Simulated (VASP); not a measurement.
# CdF2 (Fm-3m) in VASP: further runs

The runs below take CdF2 through single point, with PBEsol.

All numbers are computed with VASP 6.6.1; they aren't measurements. Logs are shortened: lines on timing, memory, paths and dates and some standing lists are left out, and cuts for length are marked.

## 1. The cell of the first run

It takes space group Fm-3m (No. 225, cubic). Conventional cell: a = 5.352 Å, b = 5.352 Å, c = 5.352 Å, α = 90.00°, β = 90.00°, γ = 90.00°. Within 3.1 Å of Cd (site symmetry m-3m) lie 8 F at 2.32 Å. Within 3.1 Å of F (site symmetry -43m) lie 4 Cd at 2.32 Å and 6 F at 2.68 Å.

## 2. Single point, PBEsol

File INCAR:

```
SYSTEM = CdF2
ALGO     = Normal         ! electronic algorithm
EDIFF    = 1E-6           ! SCF threshold, eV
ENCUT    = 700            ! plane-wave cutoff, eV
GGA      = PS             ! functional
GGA_COMPAT= .False.      
ISIF     = 2              ! what is computed and relaxed
ISMEAR   = 0              ! smearing method
LASPH    = .True.         ! aspherical terms in the spheres
LCHARG   = .False.        ! write CHGCAR
LREAL    = .False.        ! projectors in reciprocal space
LWAVE    = .False.        ! write WAVECAR
NBANDS   = 24             ! bands
NELM     = 120            ! most SCF steps
PREC     = Accurate       ! precision mode
SIGMA    = 0.01           ! smearing width, eV
```

File KPOINTS:

```
k-points
0
Gamma
  8 8 8
  0 0 0
```

File POSCAR:

```
CdF2
1.0
    2.6761690194      2.6761690194      0.0000000000
   -2.6761690194      2.6761690194      0.0000000000
    0.0000000000      2.6761690194      2.6761690194
Cd F
1 2
Direct
    0.0000000000      0.0000000000      0.0000000000
    0.2500000000      0.7500000000      0.5000000000
    0.7500000000      0.2500000000      0.5000000000
```

Potentials or basis: VASP PAW PBE potentials, release 64 (Cd_sv_GW, F).

The run is started by

```console
$ cat potpaw_PBE.64/Cd_sv_GW/POTCAR potpaw_PBE.64/F/POTCAR > POTCAR
$ mpirun -np 1 vasp_std > vasp.out
```

OUTCAR:

```text
SYSTEM = CdF2
   EDIFF = 1E-6
   ENCUT = 700
   GGA = PS
   ISIF = 2
   ISMEAR = 0
   LASPH = .True.
   LREAL = .False.
   NELM = 120
   PREC = Accurate

 ion  position               nearest neighbor table
   1  0.000  0.000  0.000-
   2  0.250  0.750  0.500-
   3  0.750  0.250  0.500-

  LATTYP: Found a face centered cubic cell.
 ALAT       =     5.3523380388

  Lattice vectors:

 A1 = (   0.0000000000,   2.6761690194,   2.6761690194)
 A2 = (   2.6761690194,   0.0000000000,   2.6761690194)
 A3 = (   2.6761690194,   2.6761690194,   0.0000000000)

Analysis of symmetry for initial positions (statically):
=====================================================================
 Subroutine PRICEL returns:
 Original cell was already a primitive cell.

 Routine SETGRP: Setting up the symmetry group for a
 face centered cubic supercell.

 Subroutine GETGRP returns: Found 48 space group operations
 (whereof 48 operations were pure point group operations)
 out of a pool of 48 trial point group operations.

The static configuration has the point symmetry O_h .

Analysis of symmetry for dynamics (positions and initial velocities):
=====================================================================
 Subroutine PRICEL returns:
 Original cell was already a primitive cell.

 Routine SETGRP: Setting up the symmetry group for a
 face centered cubic supercell.

 Subroutine GETGRP returns: Found 48 space group operations
 (whereof 48 operations were pure point group operations)
 out of a pool of 48 trial point group operations.

The dynamic configuration has the point symmetry O_h .

 Subroutine INISYM returns: Found 48 space group operations
 (whereof 48 operations are pure point group operations),
 and found     1 'primitive' translations

----------------------------------------------------------------------------------------

                                     Primitive cell

  volume of cell :      38.3328

  direct lattice vectors                    reciprocal lattice vectors
     2.676169019  2.676169019  0.000000000     0.186834238  0.186834238 -0.186834238
    -2.676169019  2.676169019  0.000000000    -0.186834238  0.186834238 -0.186834238
     0.000000000  2.676169019  2.676169019     0.000000000  0.000000000  0.373668476

  length of vectors
     3.784674522  3.784674522  3.784674522     0.323606393  0.323606393  0.373668476

  position of ions in fractional coordinates (direct lattice)
     0.000000000  0.000000000  0.000000000
     0.250000000  0.750000000  0.500000000
     0.750000000  0.250000000  0.500000000

  ion indices of the primitive-cell ions
   primitive index   ion index
                 1           1
                 2           2
                 3           3

----------------------------------------------------------------------------------------

 KPOINTS: k-points

Automatic generation of k-mesh.
 Grid dimensions read from file:
 generate k-points for:    8    8    8

 Generating k-lattice:

  Cartesian coordinates                     Fractional coordinates (reciprocal lattice)
     0.023354280  0.023354280 -0.023354280     0.125000000  0.000000000  0.000000000
    -0.023354280  0.023354280 -0.023354280     0.000000000  0.125000000  0.000000000
     0.000000000  0.000000000  0.046708560     0.000000000  0.000000000  0.125000000

  Length of vectors
     0.040450799  0.040450799  0.046708560

  Shift w.r.t. Gamma in fractional coordinates (k-lattice)
     0.000000000  0.000000000  0.000000000

 Subroutine IBZKPT returns following result:
 ===========================================

 Found     29 irreducible k-points:

 Following reciprocal coordinates:
            Coordinates               Weight
  0.000000  0.000000  0.000000      1.000000
  0.125000  0.000000  0.000000      8.000000
  0.250000  0.000000  0.000000      8.000000
  0.375000  0.000000  0.000000      8.000000
  0.500000  0.000000  0.000000      4.000000
  0.125000  0.125000  0.000000     12.000000
[... 16 lines left out ...]
  0.375000  0.250000  0.125000     48.000000
  0.500000  0.250000  0.125000     24.000000
 [... further k-points ...]
   k-points           NKPTS =     29   k-points in BZ     NKDIM =     29   number of bands    NBANDS=     24
   number of dos      NEDOS =    301   number of ions     NIONS =      3
   total plane-waves  NPLWV =  46656
   dimension x,y,z NGX =    36 NGY =   36 NGZ =   36
   dimension x,y,z NGXF=    72 NGYF=   72 NGZF=   72
   ions per type =               1   2
   NGX,Y,Z   is equivalent  to a cutoff of  15.81, 15.81, 15.81 a.u.
   NGXF,Y,Z  is equivalent  to a cutoff of  31.63, 31.63, 31.63 a.u.
 SYSTEM =  CdF2
   PREC   = accura    normal or accurate (medium, high low for compatibility)
   ISTART =      0    job   : 0-new  1-cont  2-samecut
   ICHARG =      2    charge: 1-file 2-atom 10-const
   ISPIN  =      1    spin polarized calculation?
   LNONCOLLINEAR =      F non collinear calculations
   LSORBIT =      F    spin-orbit coupling
   LASPH  =      T    aspherical Exc in radial PAW
   ENCUT  =  700.0 eV  51.45 Ry    7.17 a.u.   8.16  8.16  8.16*2*pi/ulx,y,z
   NELM   =    120;   NELMIN=  2; NELMDL= -5     # of ELM steps
   EDIFF  = 0.1E-05   stopping-criterion for ELM
   LREAL  =      F    real-space projection
   EDIFFG = 0.1E-04   stopping-criterion for IOM
   NSW    =      0    number of steps for IOM
   IBRION =     -1    ionic relax: 0-MD 1-quasi-New 2-CG
   NFREE  =      0    steps in history (QN), initial steepest desc. (CG)
   ISIF   =      2    stress and relaxation
   ISYM   =      2    0-nonsym 1-usesym 2-fastsym
   POTIM  = 0.5000    time-step for ionic-motion
   TEBEG  =    0.0;   TEEND  =   0.0 temperature during run
   PSTRESS=    0.0 pullay stress
   NELECT =      34.0000    total number of electrons
   NUPDOWN=      -1.0000    fix difference up-down
   EMIN   =  10.00;   EMAX   =-10.00  energy-range for DOS
   EFERMI =   0.00;   METHOD = LEGACY
   ISMEAR =     0;   SIGMA  =   0.01  broadening in eV -4-tet -1-fermi 0-gaus
   EFERMI_NEDOS =   21; number of points for ismear=-14 and -15
   IALGO  =     38    algorithm
   IMIX   =      4    mixing-type and parameters
     AMIX     =   0.40;   BMIX     =  1.00
     AMIX_MAG =   1.60;   BMIX_MAG =  1.00
  volume/ion in A,a.u.               =      12.78        86.23
  Fermi-wavevector in a.u.,A,eV,Ry     =   1.572936  2.972417 33.662532  2.474126
  Thomas-Fermi vector in A             =   2.674295
   LORBIT       =      0    0 simple, 1 ext, 2 COOP (PROOUT), +10 PAW based schemes
   GGA     = PS    functional components
   LHFCALC =     F    Hartree Fock is set to
   AEXX    =    0.0000 exact exchange contribution
   IVDW    =     0    specifies the selected vdW correction
   LEPSILON=     F    determine dielectric tensor
   LRPA    =     F    only Hartree local field effects (RPA)
 non-spin polarized calculation
 Gauss-broadening in eV      SIGMA  =   0.01
  energy-cutoff  :      700.00
  volume of cell :       38.33
 maximum number of plane-waves:      1639
 NGX is ok and might be reduce to    36
   NGX = 17   NGY = 17   NGZ = 17

 number of electron      33.9999997 magnetization

 Free energy of the ion-electron system (eV)
  ---------------------------------------------------
  ext. energy  EPLUGINS =         0.00000000
  ---------------------------------------------------
  free energy    TOTEN  =       -11.71474664 eV

  energy without entropy =      -11.71474664  energy(sigma->0) =      -11.71474664

 E-fermi :   0.8221     XC(G=0): -10.9721

 val. band max:        0.7015296472   @ k =   0.5000   0.5000   0.2500
 cond. band min:       3.6941760998   @ k =   0.0000   0.0000   0.0000
 fundamental gap:      2.9926464526
 Fermi energy:         0.8221431523

 k-point     1 :       0.0000    0.0000    0.0000
  band No.  band energies     occupation
      1     -97.5543      2.00000
      2     -58.6810      2.00000
      3     -58.6810      2.00000
      4     -58.6810      2.00000
      5     -20.1233      2.00000
      6     -18.9355      2.00000
[... 16 lines left out ...]
     23      20.5218      0.00000
     24      20.5218      0.00000

 k-point     2 :       0.1250    0.0000    0.0000
  band No.  band energies     occupation
      1     -97.5543      2.00000
      2     -58.6814      2.00000
      3     -58.6811      2.00000
      4     -58.6811      2.00000
      5     -20.0696      2.00000
      6     -18.9831      2.00000
[... 16 lines left out ...]
     23      20.1151      0.00000
     24      20.1151      0.00000

 k-point     3 :       0.2500    0.0000    0.0000
  band No.  band energies     occupation
      1     -97.5542      2.00000
      2     -58.6824      2.00000
      3     -58.6812      2.00000
      4     -58.6812      2.00000
      5     -19.9238      2.00000
      6     -19.1118      2.00000
[... 16 lines left out ...]
     23      19.4498      0.00000
     24      20.2371      0.00000

 k-point     4 :       0.3750    0.0000    0.0000
  band No.  band energies     occupation
      1     -97.5542      2.00000
      2     -58.6834      2.00000
      3     -58.6814      2.00000
      4     -58.6814      2.00000
      5     -19.7241      2.00000
      6     -19.2908      2.00000
[... 16 lines left out ...]
     23      18.9905      0.00000
     24      19.6701      0.00000

 k-point     5 :       0.5000    0.0000    0.0000
  band No.  band energies     occupation
      1     -97.5542      2.00000
      2     -58.6838      2.00000
      3     -58.6814      2.00000
      4     -58.6814      2.00000
      5     -19.5442      2.00000
      6     -19.4611      2.00000
[... 451 lines left out ...]
 k-point    22 :       0.2500    0.2500    0.1250
  band No.  band energies     occupation
      1     -97.5542      2.00000
      2     -58.6827      2.00000
      3     -58.6817      2.00000
      4     -58.6814      2.00000
      5     -19.8216      2.00000
      6     -19.1921      2.00000
[... 16 lines left out ...]
     23      20.0210      0.00000
     24      22.4952      0.00000

 k-point    23 :       0.3750    0.2500    0.1250
  band No.  band energies     occupation
      1     -97.5542      2.00000
      2     -58.6832      2.00000
      3     -58.6821      2.00000
      4     -58.6816      2.00000
      5     -19.6606      2.00000
      6     -19.3299      2.00000
[... 16 lines left out ...]
     23      19.5176      0.00000
     24      22.3648      0.00000

 k-point    24 :       0.5000    0.2500    0.1250
  band No.  band energies     occupation
      1     -97.5542      2.00000
      2     -58.6835      2.00000
      3     -58.6822      2.00000
      4     -58.6817      2.00000
      5     -19.5108      2.00000
      6     -19.4692      2.00000
[... 16 lines left out ...]
     23      19.3297      0.00000
     24      22.5249      0.00000

 [... further k-points ...]

------------------------ aborting loop because EDIFF is reached ----------------------------------------

  FORCE on cell =-STRESS in cart. coord.  units (eV):
  Direction    XX          YY          ZZ          XY          YZ          ZX
  --------------------------------------------------------------------------------------
  -------------------------------------------------------------------------------------
  Total        0.3893601      0.3893601      0.3893601     -0.0000000     -0.0000000      0.0000000
  in kB       16.2738930     16.2738930     16.2738930     -0.0000000     -0.0000000      0.0000000
  external PRESSURE =      16.2738930 kB  Pullay stress =       0.0000000 kB

 VOLUME and BASIS-vectors are now :
 -----------------------------------------------------------------------------
  energy-cutoff  :      700.00
  volume of cell :       38.33
      direct lattice vectors                 reciprocal lattice vectors
     2.676169019  2.676169019  0.000000000     0.186834238  0.186834238 -0.186834238
    -2.676169019  2.676169019  0.000000000    -0.186834238  0.186834238 -0.186834238
     0.000000000  2.676169019  2.676169019     0.000000000  0.000000000  0.373668476

 POSITION                                       TOTAL-FORCE (eV/Angst)
 -----------------------------------------------------------------------------------
      0.00000      0.00000      0.00000        -0.000000     -0.000000      0.000000
     -1.33808      4.01425      1.33808        -0.000000     -0.000000     -0.000000
      1.33808      4.01425      1.33808         0.000000      0.000000      0.000000
 -----------------------------------------------------------------------------------
    total drift:                                0.000000      0.000000      0.000000

  FREE ENERGIE OF THE ION-ELECTRON SYSTEM (eV)
  ---------------------------------------------------
  free  energy   TOTEN  =       -11.7147466378 eV

  energy  without entropy=      -11.7147466378  energy(sigma->0) =      -11.71474664
```

It took 45 s on 1 thread of Intel Xeon Platinum 8488C (Sapphire Rapids), shared host; peak memory 0.23 GiB.

What came out:

```yaml
Free_energy: -11.7147 eV
Pressure: 1.6 GPa
Band_gap_on_the_k_mesh: 2.99 eV (least direct gap 3.46 eV)
```

Levels at points of the mesh, in eV from the valence-band top:
```csv
k point,band 15,band 16,band 17,band 18,band 19,band 20
"(0.00, 0.00, 0.00)",-0.47,-0.47,-0.47,2.99,12.59,12.59
"(0.50, 0.00, 0.00)",-1.96,-0.38,-0.38,7.22,9.03,14.50
"(0.50, 0.50, 0.00)",-0.56,-0.09,-0.09,8.06,9.59,11.74
```

Caveat: the PAW data sets were made with another functional, which shifts forces and pressure a little. A k mesh can miss the band edges.

## 3. Single point, PBEsol

This run uses another cell than the first one, of 12.05 Å³/atom.

File INCAR:

```
SYSTEM = CdF2
PREC = Accurate
ENCUT = 700
EDIFF = 1E-6
ISMEAR = 0
SIGMA = 0.01
LREAL = .False.
LASPH = .True.
NELM = 120
ALGO = Normal
ISIF = 2
LWAVE = .False.
LCHARG = .False.
GGA = PS
NBANDS = 24
GGA_COMPAT = .False.
```

File KPOINTS:

```
Automatic mesh
0
Gamma
  8 8 8
  0 0 0
```

File POSCAR:

```
CdF2
1.0
    2.6240418232      2.6240418232      0.0000000000
   -2.6240418232      2.6240418232      0.0000000000
    0.0000000000      2.6240418232      2.6240418232
Cd F
1 2
Direct
    0.0000000000      0.0000000000      0.0000000000
    0.2500000000      0.7500000000      0.5000000000
    0.7500000000      0.2500000000      0.5000000000
```

Potentials or basis: VASP PAW PBE potentials, release 64 (Cd_sv_GW, F).

The run is started by

```console
$ cat potpaw_PBE.64/Cd_sv_GW/POTCAR potpaw_PBE.64/F/POTCAR > POTCAR
$ mpirun -np 1 vasp_std > vasp.out
```

It took 43 s on 1 thread of Intel Xeon Platinum 8259CL at 2.50GHz (Skylake/Cascade Lake), shared host; peak memory 0.2 GiB.

Results (log left out):

```
Free energy            : -11.6337 eV
Pressure               : 9.6 GPa
Band gap on the k mesh : 3.20 eV (least direct gap 3.58 eV)
```

Levels at points of the mesh, in eV from the valence-band top:
| k point | band 15 | band 16 | band 17 | band 18 | band 19 | band 20 |
| --- | --- | --- | --- | --- | --- | --- |
| (0.00, 0.00, 0.00) | -0.38 | -0.38 | -0.38 | 3.20 | 12.84 | 12.84 |
| (0.50, 0.00, 0.00) | -2.21 | -0.33 | -0.33 | 7.67 | 9.19 | 15.02 |
| (0.50, 0.50, 0.00) | -0.70 | -0.10 | -0.10 | 8.54 | 9.92 | 11.83 |

Caveat: the cell stands under pressure; the PAW data sets were made with another functional, which shifts forces and pressure a little.

## 4. Single point, PBEsol

This run uses another cell than the first one, of 11.69 Å³/atom.

File INCAR:

```
SYSTEM = CdF2
PREC = Accurate
ENCUT = 700
EDIFF = 1E-6
ISMEAR = 0
SIGMA = 0.01
LREAL = .FALSE.
LASPH = .TRUE.
NELM = 120
ALGO = Normal
ISIF = 2
LWAVE = .FALSE.
LCHARG = .FALSE.
GGA = PS
NBANDS = 24
GGA_COMPAT = .FALSE.
```

File KPOINTS:

```
regular mesh
0
G
  8 8 8
  0 0 0
```

File POSCAR:

```
CdF2
1.0
    2.5977703678      2.5977703678      0.0000000000
   -2.5977703678      2.5977703678      0.0000000000
    0.0000000000      2.5977703678      2.5977703678
Cd F
1 2
Direct
    0.0000000000      0.0000000000      0.0000000000
    0.2500000000      0.7500000000      0.5000000000
    0.7500000000      0.2500000000      0.5000000000
```

The run is started by

```console
$ cat potpaw_PBE.64/Cd_sv_GW/POTCAR potpaw_PBE.64/F/POTCAR > POTCAR
$ mpirun -np 1 vasp_std > vasp.out
```

Run time: 29 s. Hardware: 1 thread of Intel Xeon 6975P-C (Granite Rapids), shared host; peak memory 0.2 GiB.

The run converged. Its results:

| Property | Result |
| --- | --- |
| Free energy | -11.5494 eV |
| Pressure | 14.6 GPa |
| Band gap on the k mesh | 3.30 eV (least direct gap 3.63 eV) |

Levels at points of the mesh, in eV from the valence-band top:
```
           k point  band 15  band 16  band 17  band 18  band 19  band 20
(0.00, 0.00, 0.00)    -0.33    -0.33    -0.33     3.30    12.96    12.96
(0.50, 0.00, 0.00)    -2.35    -0.30    -0.30     7.91     9.26    15.28
(0.50, 0.50, 0.00)    -0.78    -0.11    -0.11     8.79    10.09    11.88
```

Caveat: the cell stands under pressure; the PAW data sets were made with another functional, which shifts forces and pressure a little. A k mesh can miss the band edges.

## 5. Summary

| cell | gap on the mesh (eV) | pressure (GPa) |
| --- | --- | --- |
| a = 3.785 Å, angles 60.0, 60.0, 90.0°, 3 atoms | 2.99 | 1.6 |
| a = 3.711 Å, angles 60.0, 60.0, 90.0°, 3 atoms | 3.20 | 9.6 |
| a = 3.674 Å, angles 60.0, 60.0, 90.0°, 3 atoms | 3.30 | 14.6 |

Alike in all rows: task single point; level PBEsol; potentials or basis VASP PAW PBE potentials, release 64 (Cd_sv_GW, F); no spin polarisation; k mesh 8 × 8 × 8; cutoff (eV) 700; smearing gaussian 0.01 eV.

Caveats: the PAW data sets were made with another functional, which shifts forces and pressure a little; the cell stands under pressure (at least some runs).

Absolute energies hang on the potentials; compare differences alone.
